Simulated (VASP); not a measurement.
Here is a VASP 6.6.1 calculation.

Contents of POSCAR:

```
KCl
1.0
    3.7704587425      0.0000000000      0.0000000000
    0.0000000000      3.7704587425      0.0000000000
    0.0000000000      0.0000000000      3.7704587425
K Cl
1 1
Direct
    0.0000000000      0.0000000000      0.0000000000
    0.5000000000      0.5000000000      0.5000000000
```

Contents of INCAR.step1:

```
PREC = Accurate
ENCUT = 520
ISMEAR = 0
SIGMA = 0.02
LREAL = False
LASPH = True
NELM = 80
NBANDS = 15
GGA = PE
ALGO = Normal
EDIFF = 1E-4
LWAVE = True
LCHARG = False
```

INCAR.step2

```
PREC = Accurate
ENCUT = 520
EDIFF = 1E-6
ISMEAR = 0
SIGMA = 0.02
LREAL = False
LASPH = True
NELM = 80
ALGO = Normal
ISIF = 2
LWAVE = False
LCHARG = False
METAGGA = R2SCAN
LMIXTAU = True
NBANDS = 15
ISTART = 1
```

KPOINTS

```
Automatic mesh
0
Gamma
  6 6 6
```

Potentials or basis: VASP PAW PBE potentials, release 64 (K_sv, Cl).

The run is started by

```console
$ cat potpaw_PBE.64/K_sv/POTCAR potpaw_PBE.64/Cl/POTCAR > POTCAR
$ cp INCAR.step1 INCAR
$ mpirun -np 1 vasp_std > vasp.out
$ cp INCAR.step2 INCAR
$ mpirun -np 1 vasp_std > vasp.out
```

Q: Predict the pressure.

A: 0.0 GPa.

Q: Predict the band gap on the k mesh.

A: 5.81 eV, indirect (least direct gap 6.03 eV).

Caveat: the PAW data sets were made with another functional, which shifts forces and pressure a little. A k mesh can miss the band edges.
